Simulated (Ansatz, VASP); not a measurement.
KZnF3: VASP beside Ansatz

Contents of INCAR:

```
SYSTEM = KZnF3
  ALGO = Normal
  EDIFF = 1E-6
  ENCUT = 520
  GGA = PE
  ISIF = 2
  ISMEAR = 0
  LASPH = .TRUE.
  LCHARG = .TRUE.
  LDAU = .TRUE.
  LDAUJ = 0 0 0
  LDAUL = -1 2 -1
  LDAUPRINT = 1
  LDAUTYPE = 2
  LDAUU = 0 1 0
  LELF = .TRUE.
  LREAL = .FALSE.
  LVHAR = .TRUE.
  LWAVE = .FALSE.
  NBANDS = 29
  NELM = 150
  PREC = Accurate
  SIGMA = 0.1
```

KPOINTS

```
k-points
0
G
  4 4 4
  0 0 0
```

The input POSCAR:

```
KZnF3
1.0
    4.0474167900      0.0000000000      0.0000000000
    0.0000000000      4.0474167900      0.0000000000
    0.0000000000      0.0000000000      4.0474167900
K Zn F
1 1 3
Direct
    0.0000000000      0.0000000000      0.0000000000
    0.5000000000      0.5000000000      0.5000000000
    0.0000000000      0.5000000000      0.5000000000
    0.5000000000      0.0000000000      0.5000000000
    0.5000000000      0.5000000000      0.0000000000
```

Input for Ansatz:

```yaml
crystal:
  lattice:
    - [4.04741679, 0.0, 0.0]
    - [0.0, 4.04741679, 0.0]
    - [0.0, 0.0, 4.04741679]
  atoms:
    - { symbol: K, position: [0.0, 0.0, 0.0] }
    - { symbol: Zn, position: [0.5, 0.5, 0.5] }
    - { symbol: F, position: [0.0, 0.5, 0.5] }
    - { symbol: F, position: [0.5, 0.0, 0.5] }
    - { symbol: F, position: [0.5, 0.5, 0.0] }
basis:
  ecutwfc: 420
kpoints:
  mp_grid: { grid: [4, 4, 4] }
hamiltonian:
  xc: pbe
  hubbard: { sites: [{ species: Zn, l: d, u_eff: 1.0 }] }
scf:
  occupations: { method: gaussian, width: 0.1 }
output:
  forces: true
  stress: true
  eigenvalues: true
```

Alike in both runs: task single point; functional PBE; k mesh 4 × 4 × 4; occupations gaussian, width 0.1 eV; no spin polarisation; Hubbard terms Zn d U = 1.0 eV.

|  | VASP | Ansatz |
| --- | --- | --- |
| version | VASP 6.6.1 | Ansatz 0.2.0 |
| potentials or method | VASP PAW PBE potentials, release 64 (K_sv, Zn, F), cutoff 520 eV | scalar-relativistic, plane waves, PAW |
| valence electrons in the cell | 42 | 42 |

```csv
,VASP,Ansatz,Ansatz less VASP
gap on the k mesh at the Fermi level (eV),4.02,4.05,+0.037
least direct gap on the mesh (eV),5.68,5.71,+0.023
pressure (GPa),4.5,4.7,+0.26
```

The programs project onto different local orbitals, so the same U acts differently, and such runs can settle in different states.
